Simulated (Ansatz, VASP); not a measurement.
**MgS in VASP and in Ansatz**

The input INCAR:

```
SYSTEM = MgS
ALGO = Normal
EDIFF = 1E-6
ENCUT = 520
GGA = PE
ISIF = 2
ISMEAR = 0
LASPH = .True.
LCHARG = .False.
LREAL = .False.
LWAVE = .False.
NBANDS = 16
NELM = 100
PREC = Accurate
SIGMA = 0.01
```

File KPOINTS:

```
k-points
0
Gamma
  6 6 4
  0 0 0
```

The input POSCAR:

```
MgS
1.0
    4.0286256320      0.0000000000      0.0000000000
   -2.0143128160      3.4888921397      0.0000000000
    0.0000000000      0.0000000000      6.4543927776
Mg S
2 2
Direct
    0.3333333333      0.6666666667     -0.0028727191
    0.6666666667      0.3333333333      0.4971272809
    0.3333333333      0.6666666667      0.3778727191
    0.6666666667      0.3333333333      0.8778727191
```

Input for Ansatz:

```yaml
crystal:
  lattice:
    - [4.028625632, 0.0, 0.0]
    - [-2.014312816, 3.4888921397, 0.0]
    - [0.0, 0.0, 6.4543927776]
  atoms:
    - { symbol: Mg, position: [0.3333333333, 0.6666666667, -0.0028727191] }
    - { symbol: Mg, position: [0.6666666667, 0.3333333333, 0.4971272809] }
    - { symbol: S, position: [0.3333333333, 0.6666666667, 0.3778727191] }
    - { symbol: S, position: [0.6666666667, 0.3333333333, 0.8778727191] }
kpoints:
  mp_grid: { grid: [6, 6, 4] }
hamiltonian:
  xc: pbe
scf:
  occupations: { method: fixed }
output:
  optics:
    e_range: [0, 17]
    de: 0.05
    sigma: 0.1
    bands: { spectra_wanted_up_to: 17 }
    scissors: 1.062
```

Alike in both runs: task single point; functional PBE; k mesh 6 × 6 × 4; no spin polarisation.

|  | VASP | Ansatz |
| --- | --- | --- |
| version | VASP 6.6.1 | Ansatz 0.2.0 |
| potentials or method | VASP PAW PBE potentials, release 64 (Mg, S) | plane waves, PAW |
| plane-wave cutoff (eV) | 520 | 420 |
| occupations | gaussian, width 0.01 eV | fixed |
| valence electrons in the cell | 16 | 32 |

```tsv
	VASP	Ansatz	Ansatz less VASP
gap on the k mesh at the Fermi level (eV)	3.47	3.47	+0.008
```

VASP's potentials hold 16 valence electrons a cell and Ansatz's 32, so a difference there can come from the potentials and not from the codes.
